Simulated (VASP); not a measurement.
A run of VASP 6.6.1 is set up as follows.

The input INCAR:

```
SYSTEM = CoO
PREC = Accurate ; ENCUT = 600
EDIFF = 1E-6 ; ISMEAR = 0
SIGMA = 0.05 ; LREAL = .FALSE.
LASPH = .TRUE. ; NELM = 200
ALGO = Normal ; ISIF = 2
LWAVE = .FALSE. ; LCHARG = .FALSE.
ISPIN = 2 ; MAGMOM = 3 0
LORBIT = 11 ; LMAXMIX = 4
LDAU = .TRUE. ; LDAUTYPE = 2
LDAUL = 2 -1 ; LDAUU = 1 0
LDAUJ = 0 0 ; LDAUPRINT = 1
GGA = PS ; NBANDS = 22
GGA_COMPAT = .FALSE.
```

Contents of KPOINTS:

```
Automatic mesh
0
G
  8 8 8
  0 0 0
```

File POSCAR:

```
CoO
1.0
    0.0000000000      2.1315016600      2.1315016600
    2.1315016600      0.0000000000      2.1315016600
    2.1315016600      2.1315016600      0.0000000000
Co O
1 1
Direct
    0.0000000000      0.0000000000      0.0000000000
    0.5000000000      0.5000000000      0.5000000000
```

Potentials or basis: VASP PAW PBE potentials, release 64 (Co_sv, O).

Command:

```sh
$ cat potpaw_PBE.64/Co_sv/POTCAR potpaw_PBE.64/O/POTCAR > POTCAR
$ mpirun -np 1 vasp_std > vasp.out
```

Problem. Estimate the pressure.

Solution. -12.8 GPa.

Problem. What does it give for the net moment?

Solution. 3.00 μB per cell.

Problem. Estimate the band gap on the k mesh.

Solution. Zero (filled and empty bands overlap).

Eigenvalues of the final occupation matrices:
| site | spin | trace | eigenvalues |
| --- | --- | --- | --- |
| site 1 d | 1 | 4.63 | 0.91 0.91 0.91 0.95 0.95 |
| site 1 d | 2 | 2.05 | 0.14 0.14 0.59 0.59 0.59 |

Caveat: the PAW data sets were made with another functional, which shifts forces and pressure a little; a cell with one magnetic atom can't hold antiferromagnetic order, which such compounds often take. The state reached can hang on the start; a lower one may exist.
